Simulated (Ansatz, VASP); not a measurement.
# Two plane-wave programs on HgTe

```xyz
2
Lattice="0.0000 3.4338 3.4338 3.4338 0.0000 3.4338 3.4338 3.4338 0.0000" Properties=species:S:1:pos:R:3 pbc="T T T"
Hg    0.0000    0.0000    0.0000
Te    1.7169    1.7169    1.7169
```

Alike in both runs: task single point; functional PBE; k mesh 12 × 12 × 12; occupations gaussian, width 0.1 eV; no spin polarisation.

```csv
,VASP,Ansatz
version,VASP 6.6.1,Ansatz 0.2.0
potentials or method,"VASP PAW PBE potentials, release 64 (Hg, Te), cutoff 520 eV","scalar-relativistic, plane waves, PAW"
valence electrons in the cell,18,36
```

VASP gave:

- gap on the k mesh at the Fermi level (eV): none
- pressure (GPa): -2.5

Question: Which values does Ansatz return?

Answer: gap on the k mesh at the Fermi level (eV): none; pressure (GPa): -2.6.

A gap of «none» marks a metal or a gap that the smearing closes. VASP's potentials hold 18 valence electrons a cell and Ansatz's 36, so a difference there can come from the potentials and not from the codes.

Spin-orbit coupling is off throughout.
